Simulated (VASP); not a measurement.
# SnSe2 (P1) in VASP: notebook

Runs on SnSe2. Level: PBEsol. Tasks: single point.

Program: VASP 6.6.1. These are calculated values, not measurements. Logs are shortened: lines on timing, memory, paths and dates and some standing lists are left out, and cuts for length are marked.

## (1) The cell of the first run

The typed cell holds 3 atoms: a = 3.811 Å, b = 3.811 Å, c = 6.137 Å, α = 90.00°, β = 90.00°, γ = 120.00°.

## (2) Single point, PBEsol (atom 2 (Se) moved by (-0.150, +0.150) A along [1 1 0] and z)

INCAR reads:

```
  PREC = Accurate
  ENCUT = 520
  EDIFF = 1E-6
  ISMEAR = 0
  SIGMA = 0.05
  LREAL = F
  LASPH = T
  NELM = 100
  ALGO = Normal
  ISIF = 2
  LWAVE = F
  LCHARG = F
  GGA = PS
  NBANDS = 20
```

KPOINTS reads:

```
regular mesh
0
Gamma
  6 6 4
```

POSCAR reads:

```
SnSe2
1.0
    3.8109987816      0.0000000000      0.0000000000
   -1.9054993908      3.3004217586      0.0000000000
    0.0000000000      0.0000000000      6.1370000000
Sn Se
1 2
Direct
    0.0000000000      0.0000000000      0.0000000000
    0.2894332246      0.6345295566      0.2744419097
    0.6666666667      0.3333333333      0.7500000000
```

Potentials or basis: VASP PAW PBE potentials, release 64 (Sn_d, Se).

The run is started by

```
> cat potpaw_PBE.64/Sn_d/POTCAR potpaw_PBE.64/Se/POTCAR > POTCAR
> mpirun -np 1 vasp_std > vasp.out
```

OUTCAR:

```text
PREC = Accurate
   ENCUT = 520
   EDIFF = 1E-6
   ISMEAR = 0
   LREAL = F
   LASPH = T
   NELM = 100
   ISIF = 2
   GGA = PS

 ion  position               nearest neighbor table
   1  0.000  0.000  0.000-   3 2.68   3 2.68   3 2.68   2 2.69   2 2.74   2 2.89
   2  0.289  0.635  0.274-   1 2.69   1 2.74   1 2.89
   3  0.667  0.333  0.750-   1 2.68   1 2.68   1 2.68

  LATTYP: Found a hexagonal cell.
 ALAT       =     3.8109987816
 C/A-ratio  =     1.6103390087

  Lattice vectors:

 A1 = (   3.8109987816,   0.0000000000,   0.0000000000)
 A2 = (  -1.9054993908,   3.3004217586,   0.0000000000)
 A3 = (   0.0000000000,   0.0000000000,   6.1370000000)

Analysis of symmetry for initial positions (statically):
=====================================================================
 Subroutine PRICEL returns:
 Original cell was already a primitive cell.

 Routine SETGRP: Setting up the symmetry group for a
 hexagonal supercell.

 Subroutine GETGRP returns: Found  1 space group operations
 (whereof  1 operations were pure point group operations)
 out of a pool of 24 trial point group operations.

The static configuration has the point symmetry C_1 .

Analysis of symmetry for dynamics (positions and initial velocities):
=====================================================================
 Subroutine PRICEL returns:
 Original cell was already a primitive cell.

 Routine SETGRP: Setting up the symmetry group for a
 hexagonal supercell.

 Subroutine GETGRP returns: Found  1 space group operations
 (whereof  1 operations were pure point group operations)
 out of a pool of 24 trial point group operations.

The dynamic configuration has the point symmetry C_1 .

 Subroutine INISYM returns: Found  1 space group operations
 (whereof  1 operations are pure point group operations),
 and found     1 'primitive' translations

----------------------------------------------------------------------------------------

                                     Primitive cell

  volume of cell :      77.1906

  direct lattice vectors                    reciprocal lattice vectors
     3.810998782  0.000000000  0.000000000     0.262398405  0.151495789  0.000000000
    -1.905499391  3.300421759  0.000000000     0.000000000  0.302991579  0.000000000
     0.000000000  0.000000000  6.137000000     0.000000000  0.000000000  0.162946065

  length of vectors
     3.810998782  3.810998782  6.137000000     0.302991579  0.302991579  0.162946065

  position of ions in fractional coordinates (direct lattice)
     0.000000000  0.000000000  0.000000000
     0.289433225  0.634529557  0.274441910
     0.666666667  0.333333333  0.750000000

  ion indices of the primitive-cell ions
   primitive index   ion index
                 1           1
                 2           2
                 3           3

----------------------------------------------------------------------------------------

 KPOINTS: regular mesh

Automatic generation of k-mesh.
 Grid dimensions read from file:
 generate k-points for:    6    6    4

 Generating k-lattice:

  Cartesian coordinates                     Fractional coordinates (reciprocal lattice)
     0.043733067  0.025249298  0.000000000     0.166666667 -0.000000000  0.000000000
     0.000000000  0.050498596  0.000000000     0.000000000  0.166666667  0.000000000
     0.000000000  0.000000000  0.040736516     0.000000000  0.000000000  0.250000000

  Length of vectors
     0.050498596  0.050498596  0.040736516

  Shift w.r.t. Gamma in fractional coordinates (k-lattice)
     0.000000000  0.000000000  0.000000000

 Subroutine IBZKPT returns following result:
 ===========================================

 Found     76 irreducible k-points:

 Following reciprocal coordinates:
            Coordinates               Weight
  0.000000  0.000000  0.000000      1.000000
  0.166667  0.000000  0.000000      2.000000
  0.000000  0.166667  0.000000      2.000000
 -0.166667  0.166667  0.000000      2.000000
  0.333333 -0.000000  0.000000      2.000000
  0.000000  0.333333  0.000000      2.000000
[... 16 lines left out ...]
  0.000000  0.166667  0.250000      2.000000
 -0.166667  0.166667  0.250000      2.000000
 [... further k-points ...]
   k-points           NKPTS =     76   k-points in BZ     NKDIM =     76   number of bands    NBANDS=     20
   number of dos      NEDOS =    301   number of ions     NIONS =      3
   total plane-waves  NPLWV =  37632
   dimension x,y,z NGX =    28 NGY =   28 NGZ =   48
   dimension x,y,z NGXF=    56 NGYF=   56 NGZF=   96
   ions per type =               1   2
   NGX,Y,Z   is equivalent  to a cutoff of  12.21, 12.21, 13.00 a.u.
   NGXF,Y,Z  is equivalent  to a cutoff of  24.43, 24.43, 26.01 a.u.
 SYSTEM =  unknown system
   PREC   = accura    normal or accurate (medium, high low for compatibility)
   ISTART =      0    job   : 0-new  1-cont  2-samecut
   ICHARG =      2    charge: 1-file 2-atom 10-const
   ISPIN  =      1    spin polarized calculation?
   LNONCOLLINEAR =      F non collinear calculations
   LSORBIT =      F    spin-orbit coupling
   LASPH  =      T    aspherical Exc in radial PAW
   ENCUT  =  520.0 eV  38.22 Ry    6.18 a.u.   7.09  7.09 11.41*2*pi/ulx,y,z
   NELM   =    100;   NELMIN=  2; NELMDL= -5     # of ELM steps
   EDIFF  = 0.1E-05   stopping-criterion for ELM
   LREAL  =      F    real-space projection
   EDIFFG = 0.1E-04   stopping-criterion for IOM
   NSW    =      0    number of steps for IOM
   IBRION =     -1    ionic relax: 0-MD 1-quasi-New 2-CG
   NFREE  =      0    steps in history (QN), initial steepest desc. (CG)
   ISIF   =      2    stress and relaxation
   ISYM   =      2    0-nonsym 1-usesym 2-fastsym
   POTIM  = 0.5000    time-step for ionic-motion
   TEBEG  =    0.0;   TEEND  =   0.0 temperature during run
   PSTRESS=    0.0 pullay stress
   NELECT =      26.0000    total number of electrons
   NUPDOWN=      -1.0000    fix difference up-down
   EMIN   =  10.00;   EMAX   =-10.00  energy-range for DOS
   EFERMI =   0.00;   METHOD = LEGACY
   ISMEAR =     0;   SIGMA  =   0.05  broadening in eV -4-tet -1-fermi 0-gaus
   EFERMI_NEDOS =   21; number of points for ismear=-14 and -15
   IALGO  =     38    algorithm
   IMIX   =      4    mixing-type and parameters
     AMIX     =   0.40;   BMIX     =  1.00
     AMIX_MAG =   1.60;   BMIX_MAG =  1.00
  volume/ion in A,a.u.               =      25.73       173.64
  Fermi-wavevector in a.u.,A,eV,Ry     =   1.139054  2.152501 17.652812  1.297445
  Thomas-Fermi vector in A             =   2.275758
   LORBIT       =      0    0 simple, 1 ext, 2 COOP (PROOUT), +10 PAW based schemes
   GGA     = PS    functional components
   LHFCALC =     F    Hartree Fock is set to
   AEXX    =    0.0000 exact exchange contribution
   IVDW    =     0    specifies the selected vdW correction
   LEPSILON=     F    determine dielectric tensor
   LRPA    =     F    only Hartree local field effects (RPA)
 non-spin polarized calculation
 Gauss-broadening in eV      SIGMA  =   0.05
  energy-cutoff  :      520.00
  volume of cell :       77.19
 maximum number of plane-waves:      2109
   NGX = 15   NGY = 15   NGZ = 23

 number of electron      26.0000006 magnetization

 Free energy of the ion-electron system (eV)
  ---------------------------------------------------
  ext. energy  EPLUGINS =         0.00000000
  ---------------------------------------------------
  free energy    TOTEN  =       -12.89932978 eV

  energy without entropy =      -12.89932620  energy(sigma->0) =      -12.89932799

 E-fermi :   4.3788     XC(G=0):  -9.7009

 val. band max:        4.2699448233   @ k =   0.0000   0.0000   0.5000
 cond. band min:       4.4872262275   @ k =   0.5000   0.0000   0.5000
 fundamental gap:      0.2172814042
 Fermi energy:         4.3787822873

 k-point     1 :       0.0000    0.0000    0.0000
  band No.  band energies     occupation
      1     -17.0818      2.00000
      2     -17.0783      2.00000
      3     -17.0402      2.00000
      4     -17.0278      2.00000
      5     -17.0273      2.00000
      6      -9.8021      2.00000
[... 12 lines left out ...]
     19      13.0093      0.00000
     20      13.2065      0.00000

 k-point     2 :       0.1667    0.0000    0.0000
  band No.  band energies     occupation
      1     -17.0919      2.00000
      2     -17.0685      2.00000
      3     -17.0358      2.00000
      4     -17.0318      2.00000
      5     -17.0266      2.00000
      6      -9.5329      2.00000
[... 12 lines left out ...]
     19      12.2639      0.00000
     20      13.2754      0.00000

 k-point     3 :       0.0000    0.1667    0.0000
  band No.  band energies     occupation
      1     -17.0916      2.00000
      2     -17.0703      2.00000
      3     -17.0392      2.00000
      4     -17.0296      2.00000
      5     -17.0242      2.00000
      6      -9.5358      2.00000
[... 12 lines left out ...]
     19      12.0828      0.00000
     20      13.2758      0.00000

 k-point     4 :      -0.1667    0.1667    0.0000
  band No.  band energies     occupation
      1     -17.0901      2.00000
      2     -17.0716      2.00000
      3     -17.0376      2.00000
      4     -17.0314      2.00000
      5     -17.0242      2.00000
      6      -9.5346      2.00000
[... 12 lines left out ...]
     19      12.1380      0.00000
     20      13.2550      0.00000

 k-point     5 :       0.3333   -0.0000    0.0000
  band No.  band energies     occupation
      1     -17.1170      2.00000
      2     -17.0557      2.00000
      3     -17.0451      2.00000
      4     -17.0187      2.00000
      5     -17.0160      2.00000
      6      -8.8194      2.00000
[... 12 lines left out ...]
     19      13.0828      0.00000
     20      13.8407      0.00000
[... 353 lines left out ...]
      6      -9.7062      2.00000
[... 12 lines left out ...]
     19      12.6222      0.00000
     20      12.7863      0.00000

 k-point    22 :       0.1667    0.0000    0.2500
  band No.  band energies     occupation
      1     -17.0919      2.00000
      2     -17.0685      2.00000
      3     -17.0358      2.00000
      4     -17.0317      2.00000
      5     -17.0266      2.00000
      6      -9.4421      2.00000
[... 12 lines left out ...]
     19      12.2362      0.00000
     20      13.4124      0.00000

 k-point    23 :       0.0000    0.1667    0.2500
  band No.  band energies     occupation
      1     -17.0916      2.00000
      2     -17.0702      2.00000
      3     -17.0392      2.00000
      4     -17.0296      2.00000
      5     -17.0242      2.00000
      6      -9.4432      2.00000
[... 12 lines left out ...]
     19      11.9631      0.00000
     20      12.9675      0.00000

 k-point    24 :      -0.1667    0.1667    0.2500
  band No.  band energies     occupation
      1     -17.0901      2.00000
      2     -17.0716      2.00000
      3     -17.0375      2.00000
      4     -17.0314      2.00000
      5     -17.0242      2.00000
      6      -9.4412      2.00000
[... 12 lines left out ...]
     19      12.1954      0.00000
     20      13.1396      0.00000

 [... further k-points ...]

------------------------ aborting loop because EDIFF is reached ----------------------------------------

  FORCE on cell =-STRESS in cart. coord.  units (eV):
  Direction    XX          YY          ZZ          XY          YZ          ZX
  --------------------------------------------------------------------------------------
  -------------------------------------------------------------------------------------
  Total        0.1678567      0.1896683     -0.3516888      0.0076930      0.4045151      0.3151727
  in kB        3.4840535      3.9367777     -7.2996951      0.1596758      8.3961649      6.5417631
  external PRESSURE =       0.0403787 kB  Pullay stress =       0.0000000 kB

 VOLUME and BASIS-vectors are now :
 -----------------------------------------------------------------------------
  energy-cutoff  :      520.00
  volume of cell :       77.19
      direct lattice vectors                 reciprocal lattice vectors
     3.810998782  0.000000000  0.000000000     0.262398405  0.151495789  0.000000000
    -1.905499391  3.300421759  0.000000000     0.000000000  0.302991579  0.000000000
     0.000000000  0.000000000  6.137000000     0.000000000  0.000000000  0.162946065

 POSITION                                       TOTAL-FORCE (eV/Angst)
 -----------------------------------------------------------------------------------
      0.00000      0.00000      0.00000        -0.116917     -0.187602      1.008142
     -0.10607      2.09422      1.68425         0.205968      0.263925     -0.622863
      1.90550      1.10014      4.60275        -0.089051     -0.076322     -0.385279
 -----------------------------------------------------------------------------------
    total drift:                               -0.000081     -0.000044      0.000308

  FREE ENERGIE OF THE ION-ELECTRON SYSTEM (eV)
  ---------------------------------------------------
  free  energy   TOTEN  =       -12.8993297767 eV

  energy  without entropy=      -12.8993261988  energy(sigma->0) =      -12.89932799
```

Run time: 50 s. Hardware: 1 thread of AMD EPYC 9R45 (Zen 5), shared host; peak memory 0.23 GiB.

Results:

```yaml
Free_energy: -12.8993 eV
Pressure: 0.0 GPa
Largest_force: 1.032 eV/Å
Band_gap_on_the_k_mesh: 0.22 eV, indirect (least direct gap 0.70 eV)
```

Forces in eV/Å, atoms in the order of the input:
```
Sn  -0.117 -0.188  1.008
Se   0.206  0.264 -0.623
Se  -0.089 -0.076 -0.385
```

Stress tensor (GPa, compression positive):
```
 0.35  0.02  0.65
 0.02  0.39  0.84
 0.65  0.84 -0.73
```

Caveat: the cell differs from its parent crystal (atom 2 (Se) moved by (-0.150, +0.150) A along [1 1 0] and z); the PAW data sets were made with another functional, which shifts forces and pressure a little; spin-orbit coupling is left out, which moves the levels of the heavy elements.

## (3) Single point, PBEsol (atom 2 (Se) moved by (+0.150, -0.150) A along [1 1 0] and z)

INCAR reads:

```
SYSTEM = SnSe2
  PREC = Accurate
  ENCUT = 520
  EDIFF = 1E-6
  ISMEAR = 0
  SIGMA = 0.05
  LREAL = .FALSE.
  LASPH = .TRUE.
  NELM = 60
  ALGO = Normal
  ISIF = 2
  LWAVE = .FALSE.
  LCHARG = .FALSE.
  GGA = PS
  NBANDS = 20
```

KPOINTS reads:

```
regular mesh
0
G
  6 6 4
  0 0 0
```

Changes to POSCAR since step 2:

```diff
@@ -9,3 +9,3 @@
     0.0000000000      0.0000000000      0.0000000000
-    0.2894332246      0.6345295566      0.2744419097
+    0.3772334420      0.6988037767      0.2255580903
     0.6666666667      0.3333333333      0.7500000000
```

Potentials or basis: VASP PAW PBE potentials, release 64 (Sn_d, Se).

The run is started by

```
> cat potpaw_PBE.64/Sn_d/POTCAR potpaw_PBE.64/Se/POTCAR > POTCAR
> mpirun -np 1 vasp_std > vasp.out
```

It took 51 s on 1 thread of AMD EPYC 9R45 (Zen 5), shared host; peak memory 0.23 GiB.

Results (log left out):

```yaml
Free_energy: -12.6786 eV
Pressure: 6.2 GPa
Largest_force: 2.414 eV/Å
Band_gap_on_the_k_mesh: 0.67 eV, indirect (least direct gap 0.91 eV)
```

Forces in eV/Å, atoms in the order of the input:
```
Sn   0.717  0.548 -1.452
Se  -0.781 -0.639  2.193
Se   0.065  0.091 -0.741
```

Stress tensor (GPa, compression positive):
```
 5.85  0.82 -2.26
 0.82  4.32 -1.93
-2.26 -1.93  8.46
```

Levels at points of the mesh, in eV from the valence-band top:
| k point | band 11 | band 12 | band 13 | band 14 | band 15 | band 16 |
| --- | --- | --- | --- | --- | --- | --- |
| (0.00, 0.00, 0.00) | -0.53 | -0.39 | 0.00 | 0.91 | 2.58 | 4.09 |
| (0.50, 0.00, 0.00) | -3.01 | -0.83 | -0.38 | 0.93 | 3.69 | 5.22 |
| (0.00, 0.50, 0.00) | -2.72 | -1.28 | -0.48 | 0.90 | 3.56 | 5.70 |
| (0.50, 0.50, 0.00) | -2.78 | -1.16 | -0.49 | 0.95 | 3.54 | 5.58 |
| (0.00, 0.00, 0.50) | -0.87 | -0.44 | -0.33 | 1.97 | 2.73 | 3.89 |
| (0.50, 0.00, 0.50) | -2.27 | -0.99 | -0.69 | 1.10 | 4.29 | 5.17 |
| (0.00, 0.50, 0.50) | -1.94 | -0.94 | -0.65 | 0.69 | 3.86 | 4.83 |
| (0.50, 0.50, 0.50) | -2.00 | -1.01 | -0.61 | 0.81 | 3.91 | 4.92 |

Caveat: the cell differs from its parent crystal (atom 2 (Se) moved by (+0.150, -0.150) A along [1 1 0] and z); the PAW data sets were made with another functional, which shifts forces and pressure a little; spin-orbit coupling is left out, which moves the levels of the heavy elements.
